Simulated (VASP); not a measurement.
# KF (P1) in VASP: notebook

The runs below take KF through single point, relaxation of cell and atoms, with PBE.

All numbers are computed with VASP 6.6.1; they aren't measurements. Logs are shortened: lines on timing, memory, paths and dates and some standing lists are left out, and cuts for length are marked.

## Step 1: The cell of the first run

The typed cell holds 2 atoms: a = 3.275 Å, b = 3.243 Å, c = 3.259 Å, α = 90.28°, β = 88.98°, γ = 90.98°.

## Step 2: Single point, PBE

INCAR

```
ALGO = Normal
EDIFF = 1E-6
ENCUT = 520
GGA = PE
ISIF = 2
ISMEAR = 0
LASPH = True
LCHARG = False
LREAL = False
LWAVE = False
NBANDS = 15
NELM = 100
PREC = Accurate
SIGMA = 0.05
```

KPOINTS

```
k-points
0
Gamma
  8 8 8
```

POSCAR

```
KF
1.0
    3.2752015765     -0.0277323955      0.0291703866
   -0.0277323955      3.2430615923     -0.0078234100
    0.0291703866     -0.0078234100      3.2586018311
K F
1 1
Direct
    0.0015566163     -0.0034604472     -0.0008218528
    0.4984433837      0.5034604472      0.5008218528
```

Potentials or basis: VASP PAW PBE potentials, release 64 (K_sv, F).

Launch:

```console
$ cat potpaw_PBE.64/K_sv/POTCAR potpaw_PBE.64/F/POTCAR > POTCAR
$ mpirun -np 1 vasp_std > vasp.out
```

OUTCAR:

```text
EDIFF = 1E-6
   ENCUT = 520
   GGA = PE
   ISIF = 2
   ISMEAR = 0
   LASPH = True
   LREAL = False
   NELM = 100
   PREC = Accurate

 ion  position               nearest neighbor table
   1  0.002  0.997  0.999-   2 2.79   2 2.80   2 2.80   2 2.81   2 2.83   2 2.84   2 2.84
   2  0.498  0.503  0.501-   1 2.79   1 2.80   1 2.80   1 2.81   1 2.83   1 2.84   1 2.84

  LATTYP: Found a triclinic cell.
 ALAT       =     3.2587417834
 B/A-ratio  =     1.4051134368
 C/A-ratio  =     1.7299926000
 COS(alpha) =     0.0007807297
 COS(beta)  =     0.5856106539
 COS(gamma) =     0.6988986527

  Lattice vectors:

 A1 = (  -0.0291703866,   0.0078234100,  -3.2586018311)
 A2 = (   3.2460311899,  -0.0199089855,  -3.2294314445)
 A3 = (  -3.2766395676,  -3.2075057868,  -3.2799488077)

Analysis of symmetry for initial positions (statically):
=====================================================================
 Subroutine PRICEL returns:
 Original cell was already a primitive cell.

 Routine SETGRP: Setting up the symmetry group for a
 triclinic supercell.

 Subroutine GETGRP returns: Found  1 space group operations
 (whereof  1 operations were pure point group operations)
 out of a pool of  2 trial point group operations.

The static configuration has the point symmetry C_1 .

Analysis of symmetry for dynamics (positions and initial velocities):
=====================================================================
 Subroutine PRICEL returns:
 Original cell was already a primitive cell.

 Routine SETGRP: Setting up the symmetry group for a
 triclinic supercell.

 Subroutine GETGRP returns: Found  1 space group operations
 (whereof  1 operations were pure point group operations)
 out of a pool of  2 trial point group operations.

The dynamic configuration has the point symmetry C_1 .

 Subroutine INISYM returns: Found  1 space group operations
 (whereof  1 operations are pure point group operations),
 and found     1 'primitive' translations

----------------------------------------------------------------------------------------

                                     Primitive cell

  volume of cell :      34.6064

  direct lattice vectors                    reciprocal lattice vectors
     3.275201577 -0.027732395  0.029170387     0.305371065  0.002604740 -0.002727370
    -0.027732395  3.243061592 -0.007823410     0.002604740  0.308374607  0.000717044
     0.029170387 -0.007823410  3.258601831    -0.002727370  0.000717044  0.306906219

  length of vectors
     3.275448880  3.243189600  3.258741783     0.305394353  0.308386442  0.306919175

  position of ions in fractional coordinates (direct lattice)
     0.001556616  0.996539553  0.999178147
     0.498443384  0.503460447  0.500821853

  ion indices of the primitive-cell ions
   primitive index   ion index
                 1           1
                 2           2

----------------------------------------------------------------------------------------

 KPOINTS: k-points

Automatic generation of k-mesh.
 Grid dimensions read from file:
 generate k-points for:    8    8    8

 Generating k-lattice:

  Cartesian coordinates                     Fractional coordinates (reciprocal lattice)
     0.038171383  0.000325593 -0.000340921     0.125000000 -0.000000000  0.000000000
     0.000325593  0.038546826  0.000089630    -0.000000000  0.125000000 -0.000000000
    -0.000340921  0.000089630  0.038363277     0.000000000  0.000000000  0.125000000

  Length of vectors
     0.038174294  0.038548305  0.038364897

  Shift w.r.t. Gamma in fractional coordinates (k-lattice)
     0.000000000  0.000000000  0.000000000

 Subroutine IBZKPT returns following result:
 ===========================================

 Found    260 irreducible k-points:

 Following reciprocal coordinates:
            Coordinates               Weight
  0.000000  0.000000  0.000000      1.000000
  0.125000  0.000000 -0.000000      2.000000
  0.250000  0.000000 -0.000000      2.000000
  0.375000  0.000000 -0.000000      2.000000
  0.500000  0.000000 -0.000000      1.000000
  0.000000  0.125000  0.000000      2.000000
[... 16 lines left out ...]
  0.125000  0.375000  0.000000      2.000000
  0.250000  0.375000 -0.000000      2.000000
 [... further k-points ...]
   k-points           NKPTS =    260   k-points in BZ     NKDIM =    260   number of bands    NBANDS=     15
   number of dos      NEDOS =    301   number of ions     NIONS =      2
   total plane-waves  NPLWV =  13824
   dimension x,y,z NGX =    24 NGY =   24 NGZ =   24
   dimension x,y,z NGXF=    48 NGYF=   48 NGZF=   48
   ions per type =               1   1
   NGX,Y,Z   is equivalent  to a cutoff of  12.18, 12.30, 12.24 a.u.
   NGXF,Y,Z  is equivalent  to a cutoff of  24.36, 24.60, 24.49 a.u.
 SYSTEM =  unknown system
   PREC   = accura    normal or accurate (medium, high low for compatibility)
   ISTART =      0    job   : 0-new  1-cont  2-samecut
   ICHARG =      2    charge: 1-file 2-atom 10-const
   ISPIN  =      1    spin polarized calculation?
   LNONCOLLINEAR =      F non collinear calculations
   LSORBIT =      F    spin-orbit coupling
   LASPH  =      T    aspherical Exc in radial PAW
   ENCUT  =  520.0 eV  38.22 Ry    6.18 a.u.   6.09  6.03  6.06*2*pi/ulx,y,z
   NELM   =    100;   NELMIN=  2; NELMDL= -5     # of ELM steps
   EDIFF  = 0.1E-05   stopping-criterion for ELM
   LREAL  =      F    real-space projection
[... 7 lines left out ...]
   TEBEG  =    0.0;   TEEND  =   0.0 temperature during run
   PSTRESS=    0.0 pullay stress
   NELECT =      16.0000    total number of electrons
   NUPDOWN=      -1.0000    fix difference up-down
   EMIN   =  10.00;   EMAX   =-10.00  energy-range for DOS
   EFERMI =   0.00;   METHOD = LEGACY
   ISMEAR =     0;   SIGMA  =   0.05  broadening in eV -4-tet -1-fermi 0-gaus
   EFERMI_NEDOS =   21; number of points for ismear=-14 and -15
   IALGO  =     38    algorithm
   IMIX   =      4    mixing-type and parameters
     AMIX     =   0.40;   BMIX     =  1.00
     AMIX_MAG =   1.60;   BMIX_MAG =  1.00
  volume/ion in A,a.u.               =      17.30       116.77
  Fermi-wavevector in a.u.,A,eV,Ry     =   1.265890  2.392186 21.803046  1.602479
  Thomas-Fermi vector in A             =   2.399120
   LORBIT       =      0    0 simple, 1 ext, 2 COOP (PROOUT), +10 PAW based schemes
   GGA     = PE    functional components
   LHFCALC =     F    Hartree Fock is set to
   AEXX    =    0.0000 exact exchange contribution
   IVDW    =     0    specifies the selected vdW correction
   LEPSILON=     F    determine dielectric tensor
   LRPA    =     F    only Hartree local field effects (RPA)
 non-spin polarized calculation
 Gauss-broadening in eV      SIGMA  =   0.05
  energy-cutoff  :      520.00
  volume of cell :       34.61
 maximum number of plane-waves:       951
   NGX = 13   NGY = 13   NGZ = 13

 number of electron      15.9999996 magnetization

 Free energy of the ion-electron system (eV)
  ---------------------------------------------------
  ext. energy  EPLUGINS =         0.00000000
  ---------------------------------------------------
  free energy    TOTEN  =        -8.09260757 eV

  energy without entropy =       -8.09260757  energy(sigma->0) =       -8.09260757

 E-fermi :  -1.7175     XC(G=0):  -9.0245

 val. band max:       -2.0201835777   @ k =   0.5000   0.0000   0.5000
 cond. band min:       4.2208885308   @ k =   0.0000   0.0000   0.0000
 fundamental gap:      6.2410721085
 Fermi energy:        -1.7175370487

 k-point     1 :       0.0000    0.0000    0.0000
  band No.  band energies     occupation
      1     -29.0551      2.00000
      2     -20.9353      2.00000
      3     -12.0994      2.00000
      4     -12.0860      2.00000
      5     -12.0744      2.00000
      6      -2.1047      2.00000
      7      -2.0876      2.00000
      8      -2.0713      2.00000
      9       4.2209      0.00000
     10       6.2492      0.00000
     11       6.2664      0.00000
     12      11.7407      0.00000
     13      11.7704      0.00000
     14      11.8269      0.00000
     15      18.5886      0.00000

 k-point     2 :       0.1250    0.0000   -0.0000
  band No.  band energies     occupation
      1     -29.0378      2.00000
      2     -20.9394      2.00000
      3     -12.1993      2.00000
      4     -12.0713      2.00000
      5     -12.0597      2.00000
      6      -2.3037      2.00000
      7      -2.1037      2.00000
      8      -2.0863      2.00000
      9       4.6298      0.00000
     10       6.3814      0.00000
     11       6.5941      0.00000
     12      11.4968      0.00000
     13      11.5295      0.00000
     14      11.8609      0.00000
     15      17.6139      0.00000

 k-point     3 :       0.2500    0.0000   -0.0000
  band No.  band energies     occupation
      1     -28.9958      2.00000
      2     -20.9504      2.00000
      3     -12.4320      2.00000
      4     -12.0339      2.00000
      5     -12.0230      2.00000
      6      -2.7320      2.00000
      7      -2.1438      2.00000
      8      -2.1237      2.00000
      9       5.6367      0.00000
     10       6.6910      0.00000
     11       7.4679      0.00000
     12      10.9869      0.00000
     13      11.0175      0.00000
     14      11.9732      0.00000
     15      16.1056      0.00000
[... 343 lines left out ...]
 k-point    23 :       0.1250    0.3750    0.0000
  band No.  band energies     occupation
      1     -28.9291      2.00000
      2     -20.9448      2.00000
      3     -12.6948      2.00000
      4     -12.1257      2.00000
      5     -11.9778      2.00000
      6      -3.0348      2.00000
      7      -2.2816      2.00000
      8      -2.1618      2.00000
      9       6.8674      0.00000
     10       7.3611      0.00000
     11       8.4268      0.00000
     12      10.3845      0.00000
     13      10.4734      0.00000
     14      11.6436      0.00000
     15      15.1140      0.00000

 k-point    24 :       0.2500    0.3750   -0.0000
  band No.  band energies     occupation
      1     -28.8933      2.00000
      2     -20.9131      2.00000
      3     -12.7238      2.00000
      4     -12.4166      2.00000
      5     -11.9495      2.00000
      6      -2.8684      2.00000
      7      -2.4554      2.00000
      8      -2.1233      2.00000
      9       6.8645      0.00000
     10       7.4946      0.00000
     11       8.9942      0.00000
     12      10.2436      0.00000
     13      10.5594      0.00000
     14      10.8650      0.00000
     15      15.1485      0.00000

 [... further k-points ...]
[... 5 lines left out ...]
  --------------------------------------------------------------------------------------
  -------------------------------------------------------------------------------------
  Total       -0.0860110      0.0946675      0.0073207      0.0163623      0.0006508     -0.0193360
  in kB       -3.9820641      4.3828393      0.3389280      0.7575271      0.0301288     -0.8952000
  external PRESSURE =       0.2465678 kB  Pullay stress =       0.0000000 kB

 VOLUME and BASIS-vectors are now :
 -----------------------------------------------------------------------------
  energy-cutoff  :      520.00
  volume of cell :       34.61
      direct lattice vectors                 reciprocal lattice vectors
     3.275201577 -0.027732395  0.029170387     0.305371065  0.002604740 -0.002727370
    -0.027732395  3.243061592 -0.007823410     0.002604740  0.308374607  0.000717044
     0.029170387 -0.007823410  3.258601831    -0.002727370  0.000717044  0.306906219

 POSITION                                       TOTAL-FORCE (eV/Angst)
 -----------------------------------------------------------------------------------
      0.00661      3.22398      3.24817        -0.006352      0.016657      0.005685
      1.63315      1.61501      1.64258         0.006352     -0.016657     -0.005685
 -----------------------------------------------------------------------------------
    total drift:                               -0.000091      0.000624      0.000010

  FREE ENERGIE OF THE ION-ELECTRON SYSTEM (eV)
  ---------------------------------------------------
  free  energy   TOTEN  =        -8.0926075695 eV

  energy  without entropy=       -8.0926075695  energy(sigma->0) =       -8.09260757
```

Run time: 25 s. Hardware: 1 thread of Intel Xeon 6975P-C (Granite Rapids), shared host; peak memory 0.23 GiB.

Results:

```yaml
Free_energy: -8.0926 eV
Pressure: 0.0 GPa
Largest_force: 0.019 eV/Å
Band_gap_on_the_k_mesh: 6.24 eV (least direct gap 6.29 eV)
```

Forces in eV/Å, atoms in the order of the input:
```
K   -0.006  0.017  0.006
F    0.006 -0.017 -0.006
```

A k mesh can miss the band edges.

(Continued in part 2 of 2.)
